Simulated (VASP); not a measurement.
# SnSe2 in VASP: a series of runs

The runs below take SnSe2 through single point, with r2SCAN.

Everything below comes from runs of VASP 6.6.1. Logs are shortened: lines on timing, memory, paths and dates and some standing lists are left out, and cuts for length are marked.

**1. The cell of the first run**

It takes space group P-3m1 (No. 164, trigonal). The conventional cell has a = 3.994 Å, b = 3.994 Å, c = 6.368 Å, α = 90.00°, β = 90.00°, γ = 120.00°. Within 3.7 Å of Sn (site symmetry -3m) lie 6 Se at 2.77 Å. Se (site symmetry 3m) has 3 Sn at 2.77 Å within 3.7 Å.

**2. Single point, r2SCAN (biaxial strain in the a-b plane: +4.0 %)**

Contents of POSCAR:

```
SnSe2
1.0
    3.9941827371      0.0000000000      0.0000000000
   -1.9970913685      3.4590637177      0.0000000000
    0.0000000000      0.0000000000      6.3680410114
Sn Se
1 2
Direct
    0.0000000000      0.0000000000      0.0000000000
    0.6666666667      0.3333333333      0.7581278401
    0.3333333333      0.6666666667      0.2418721599
```

Contents of INCAR.step1:

```
SYSTEM = SnSe2
  PREC = Accurate
  ENCUT = 520
  ISMEAR = 0
  SIGMA = 0.02
  LREAL = .False.
  LASPH = .True.
  NELM = 60
  NBANDS = 20
  GGA = PE
  ALGO = Normal
  EDIFF = 1E-4
  LWAVE = .True.
  LCHARG = .False.
```

Contents of INCAR.step2:

```
SYSTEM = SnSe2
  PREC = Accurate
  ENCUT = 520
  EDIFF = 1E-6
  ISMEAR = 0
  SIGMA = 0.02
  LREAL = .False.
  LASPH = .True.
  NELM = 60
  ALGO = Normal
  ISIF = 2
  LWAVE = .False.
  LCHARG = .False.
  METAGGA = R2SCAN
  LMIXTAU = .True.
  NBANDS = 20
  ISTART = 1
```

Contents of KPOINTS:

```
regular mesh
0
Gamma
  12 12 4
  0 0 0
```

Potentials or basis: VASP PAW PBE potentials, release 64 (Sn_d, Se).

Command:

```bash
$ cat potpaw_PBE.64/Sn_d/POTCAR potpaw_PBE.64/Se/POTCAR > POTCAR
$ cp INCAR.step1 INCAR
$ mpirun -np 1 vasp_std > vasp.out
$ cp INCAR.step2 INCAR
$ mpirun -np 1 vasp_std > vasp.out
```

OUTCAR:

```text
SYSTEM = SnSe2
   PREC = Accurate
   ENCUT = 520
   EDIFF = 1E-6
   ISMEAR = 0
   LREAL = .False.
   LASPH = .True.
   NELM = 60
   ISIF = 2
   METAGGA = R2SCAN
   ISTART = 1

 ion  position               nearest neighbor table
   1  0.000  0.000  0.000-   2 2.77   3 2.77   3 2.77   2 2.77   2 2.77   3 2.77
   2  0.667  0.333  0.758-   1 2.77   1 2.77   1 2.77
   3  0.333  0.667  0.242-   1 2.77   1 2.77   1 2.77

  LATTYP: Found a hexagonal cell.
 ALAT       =     3.9941827371
 C/A-ratio  =     1.5943289105

  Lattice vectors:

 A1 = (   3.9941827371,   0.0000000000,   0.0000000000)
 A2 = (  -1.9970913685,   3.4590637177,   0.0000000000)
 A3 = (   0.0000000000,   0.0000000000,   6.3680410114)

Analysis of symmetry for initial positions (statically):
=====================================================================
 Subroutine PRICEL returns:
 Original cell was already a primitive cell.

 Routine SETGRP: Setting up the symmetry group for a
 hexagonal supercell.

 Subroutine GETGRP returns: Found 12 space group operations
 (whereof 12 operations were pure point group operations)
 out of a pool of 24 trial point group operations.

The static configuration has the point symmetry D_3d.

Analysis of symmetry for dynamics (positions and initial velocities):
=====================================================================
 Subroutine PRICEL returns:
 Original cell was already a primitive cell.

 Routine SETGRP: Setting up the symmetry group for a
 hexagonal supercell.

 Subroutine GETGRP returns: Found 12 space group operations
 (whereof 12 operations were pure point group operations)
 out of a pool of 24 trial point group operations.

The dynamic configuration has the point symmetry D_3d.

 Subroutine INISYM returns: Found 12 space group operations
 (whereof 12 operations are pure point group operations),
 and found     1 'primitive' translations

----------------------------------------------------------------------------------------

                                     Primitive cell

  volume of cell :      87.9817

  direct lattice vectors                    reciprocal lattice vectors
     3.994182737  0.000000000  0.000000000     0.250364108  0.144547785  0.000000000
    -1.997091369  3.459063718  0.000000000     0.000000000  0.289095571  0.000000000
     0.000000000  0.000000000  6.368041011     0.000000000  0.000000000  0.157034165

  length of vectors
     3.994182737  3.994182737  6.368041011     0.289095571  0.289095571  0.157034165

  position of ions in fractional coordinates (direct lattice)
     0.000000000  0.000000000  0.000000000
     0.666666667  0.333333333  0.758127840
     0.333333333  0.666666667  0.241872160

  ion indices of the primitive-cell ions
   primitive index   ion index
                 1           1
                 2           2
                 3           3

----------------------------------------------------------------------------------------

 KPOINTS: regular mesh

Automatic generation of k-mesh.
 Grid dimensions read from file:
 generate k-points for:   12   12    4

 Generating k-lattice:

  Cartesian coordinates                     Fractional coordinates (reciprocal lattice)
     0.020863676  0.012045649  0.000000000     0.083333333  0.000000000  0.000000000
     0.000000000  0.024091298  0.000000000     0.000000000  0.083333333  0.000000000
     0.000000000  0.000000000  0.039258541     0.000000000  0.000000000  0.250000000

  Length of vectors
     0.024091298  0.024091298  0.039258541

  Shift w.r.t. Gamma in fractional coordinates (k-lattice)
     0.000000000  0.000000000  0.000000000

 Subroutine IBZKPT returns following result:
 ===========================================

 Found     69 irreducible k-points:

 Following reciprocal coordinates:
            Coordinates               Weight
  0.000000  0.000000  0.000000      1.000000
  0.083333  0.000000  0.000000      6.000000
  0.166667  0.000000  0.000000      6.000000
  0.250000 -0.000000  0.000000      6.000000
  0.333333 -0.000000  0.000000      6.000000
  0.416667  0.000000  0.000000      6.000000
[... 16 lines left out ...]
  0.166667  0.000000  0.250000      6.000000
  0.000000  0.166667  0.250000      6.000000
 [... further k-points ...]
   k-points           NKPTS =     69   k-points in BZ     NKDIM =     69   number of bands    NBANDS=     20
   number of dos      NEDOS =    301   number of ions     NIONS =      3
   total plane-waves  NPLWV =  43200
   dimension x,y,z NGX =    30 NGY =   30 NGZ =   48
   dimension x,y,z NGXF=    60 NGYF=   60 NGZF=   96
   ions per type =               1   2
   NGX,Y,Z   is equivalent  to a cutoff of  12.49, 12.49, 12.53 a.u.
   NGXF,Y,Z  is equivalent  to a cutoff of  24.97, 24.97, 25.06 a.u.
 SYSTEM =  SnSe2
   PREC   = accura    normal or accurate (medium, high low for compatibility)
   ISTART =      1    job   : 0-new  1-cont  2-samecut
   ICHARG =      0    charge: 1-file 2-atom 10-const
   ISPIN  =      1    spin polarized calculation?
   LNONCOLLINEAR =      F non collinear calculations
   LSORBIT =      F    spin-orbit coupling
   LASPH  =      T    aspherical Exc in radial PAW
   ENCUT  =  520.0 eV  38.22 Ry    6.18 a.u.   7.43  7.43 11.84*2*pi/ulx,y,z
   NELM   =     60;   NELMIN=  2; NELMDL=  0     # of ELM steps
   EDIFF  = 0.1E-05   stopping-criterion for ELM
   LREAL  =      F    real-space projection
   EDIFFG = 0.1E-04   stopping-criterion for IOM
   NSW    =      0    number of steps for IOM
   IBRION =     -1    ionic relax: 0-MD 1-quasi-New 2-CG
   NFREE  =      0    steps in history (QN), initial steepest desc. (CG)
   ISIF   =      2    stress and relaxation
   ISYM   =      2    0-nonsym 1-usesym 2-fastsym
   POTIM  = 0.5000    time-step for ionic-motion
   TEBEG  =    0.0;   TEEND  =   0.0 temperature during run
   PSTRESS=    0.0 pullay stress
   NELECT =      26.0000    total number of electrons
   NUPDOWN=      -1.0000    fix difference up-down
   EMIN   =  10.00;   EMAX   =-10.00  energy-range for DOS
   EFERMI =   0.00;   METHOD = LEGACY
   ISMEAR =     0;   SIGMA  =   0.02  broadening in eV -4-tet -1-fermi 0-gaus
   EFERMI_NEDOS =   21; number of points for ismear=-14 and -15
   IALGO  =     38    algorithm
   IMIX   =      4    mixing-type and parameters
     AMIX     =   0.40;   BMIX     =  1.00
     AMIX_MAG =   1.60;   BMIX_MAG =  1.00
  volume/ion in A,a.u.               =      29.33       197.91
  Fermi-wavevector in a.u.,A,eV,Ry     =   1.090440  2.060633 16.178140  1.189060
  Thomas-Fermi vector in A             =   2.226665
   LORBIT       =      0    0 simple, 1 ext, 2 COOP (PROOUT), +10 PAW based schemes
   METAGGA = R2SCAN    functional components
   LHFCALC =     F    Hartree Fock is set to
   AEXX    =    0.0000 exact exchange contribution
   IVDW    =     0    specifies the selected vdW correction
   LEPSILON=     F    determine dielectric tensor
   LRPA    =     F    only Hartree local field effects (RPA)
 non-spin polarized calculation
 Gauss-broadening in eV      SIGMA  =   0.02
  energy-cutoff  :      520.00
  volume of cell :       87.98
 maximum number of plane-waves:      2406
 NGX is ok and might be reduce to    30
   NGX = 15   NGY = 15   NGZ = 23

 number of electron      26.0000000 magnetization

 Free energy of the ion-electron system (eV)
  ---------------------------------------------------
  ext. energy  EPLUGINS =         0.00000000
  ---------------------------------------------------
  free energy    TOTEN  =       -54.54564820 eV

  energy without entropy =      -54.54564820  energy(sigma->0) =      -54.54564820

 E-fermi :   2.7920     XC(G=0):  -9.3568

 val. band max:        2.6321457242   @ k =   0.0833   0.0000   0.0000
 cond. band min:       3.4612009639   @ k =   0.0000   0.0000   0.0000
 fundamental gap:      0.8290552397
 Fermi energy:         2.7919522023

 k-point     1 :       0.0000    0.0000    0.0000
  band No.  band energies     occupation
      1     -19.2672      2.00000
      2     -19.2672      2.00000
      3     -19.2350      2.00000
      4     -19.2225      2.00000
      5     -19.2224      2.00000
      6     -11.1597      2.00000
[... 12 lines left out ...]
     19      11.8556      0.00000
     20      11.8556      0.00000

 k-point     2 :       0.0833    0.0000    0.0000
  band No.  band energies     occupation
      1     -19.2699      2.00000
      2     -19.2662      2.00000
      3     -19.2338      2.00000
      4     -19.2230      2.00000
      5     -19.2217      2.00000
      6     -11.1003      2.00000
[... 12 lines left out ...]
     19      11.4178      0.00000
     20      11.9565      0.00000

 k-point     3 :       0.1667    0.0000    0.0000
  band No.  band energies     occupation
      1     -19.2774      2.00000
      2     -19.2636      2.00000
      3     -19.2310      2.00000
      4     -19.2237      2.00000
      5     -19.2192      2.00000
      6     -10.9267      2.00000
[... 12 lines left out ...]
     19      11.4264      0.00000
     20      12.1818      0.00000

 k-point     4 :       0.2500   -0.0000    0.0000
  band No.  band energies     occupation
      1     -19.2879      2.00000
      2     -19.2611      2.00000
      3     -19.2305      2.00000
      4     -19.2212      2.00000
      5     -19.2148      2.00000
      6     -10.6551      2.00000
[... 12 lines left out ...]
     19      11.1719      0.00000
     20      12.3659      0.00000

 k-point     5 :       0.3333   -0.0000    0.0000
  band No.  band energies     occupation
      1     -19.2986      2.00000
      2     -19.2595      2.00000
      3     -19.2322      2.00000
      4     -19.2162      2.00000
      5     -19.2094      2.00000
      6     -10.3198      2.00000
[... 12 lines left out ...]
     19      11.6571      0.00000
     20      12.5683      0.00000
[... 353 lines left out ...]
      6     -11.0426      2.00000
[... 12 lines left out ...]
     19      11.5652      0.00000
     20      11.8397      0.00000

 k-point    22 :       0.0000    0.0833    0.2500
  band No.  band energies     occupation
      1     -19.2699      2.00000
      2     -19.2662      2.00000
      3     -19.2338      2.00000
      4     -19.2230      2.00000
      5     -19.2217      2.00000
      6     -11.0425      2.00000
[... 12 lines left out ...]
     19      11.5509      0.00000
     20      11.6300      0.00000

 k-point    23 :       0.1667    0.0000    0.2500
  band No.  band energies     occupation
      1     -19.2774      2.00000
      2     -19.2636      2.00000
      3     -19.2310      2.00000
      4     -19.2238      2.00000
      5     -19.2192      2.00000
      6     -10.8706      2.00000
[... 12 lines left out ...]
     19      11.4482      0.00000
     20      12.2772      0.00000

 k-point    24 :       0.0000    0.1667    0.2500
  band No.  band energies     occupation
      1     -19.2774      2.00000
      2     -19.2636      2.00000
      3     -19.2310      2.00000
      4     -19.2237      2.00000
      5     -19.2192      2.00000
      6     -10.8706      2.00000
[... 12 lines left out ...]
     19      11.2881      0.00000
     20      11.8996      0.00000

 [... further k-points ...]
[... 5 lines left out ...]
  --------------------------------------------------------------------------------------
  -------------------------------------------------------------------------------------
  Total       -2.4783286     -2.4783286     -0.4713836     -0.0000000      0.0000000      0.0000000
  in kB      -45.1312252    -45.1312252     -8.5840595     -0.0000000      0.0000000      0.0000000
  external PRESSURE =     -32.9488366 kB  Pullay stress =       0.0000000 kB

 VOLUME and BASIS-vectors are now :
 -----------------------------------------------------------------------------
  energy-cutoff  :      520.00
  volume of cell :       87.98
      direct lattice vectors                 reciprocal lattice vectors
     3.994182737  0.000000000  0.000000000     0.250364108  0.144547785  0.000000000
    -1.997091369  3.459063718  0.000000000     0.000000000  0.289095571  0.000000000
     0.000000000  0.000000000  6.368041011     0.000000000  0.000000000  0.157034165

 POSITION                                       TOTAL-FORCE (eV/Angst)
 -----------------------------------------------------------------------------------
      0.00000      0.00000      0.00000         0.000000      0.000000      0.000000
      1.99709      1.15302      4.82779         0.000000     -0.000000      0.118561
     -0.00000      2.30604      1.54025        -0.000000      0.000000     -0.118561
 -----------------------------------------------------------------------------------
    total drift:                               -0.000000      0.000000      0.000000

  FREE ENERGIE OF THE ION-ELECTRON SYSTEM (eV)
  ---------------------------------------------------
  free  energy   TOTEN  =       -54.5456482026 eV

  energy  without entropy=      -54.5456482026  energy(sigma->0) =      -54.54564820
```

Run time: 3.5 min. Hardware: 1 thread of Intel Xeon 6975P-C (Granite Rapids), shared host; peak memory 0.28 GiB.

What came out:

```
Free energy            : -54.5456 eV
Pressure               : -3.3 GPa
Largest force          : 0.119 eV/Å
Band gap on the k mesh : 0.83 eV, indirect (the least direct gap lies 1.4 meV higher)
```

Forces on the atoms (eV/Å):
```
Sn   0.000  0.000  0.000
Se   0.000  0.000  0.119
Se   0.000  0.000 -0.119
```

Stress tensor (GPa, compression positive):
```
-4.51  0.00  0.00
 0.00 -4.51  0.00
 0.00  0.00 -0.86
```

Caveat: the cell differs from its parent crystal (biaxial strain in the a-b plane: +4.0 %); the PAW data sets were made with another functional, which shifts forces and pressure a little; spin-orbit coupling is left out, which moves the levels of the heavy elements. A k mesh can miss the band edges.

(Part 1 of 2 ends here.)
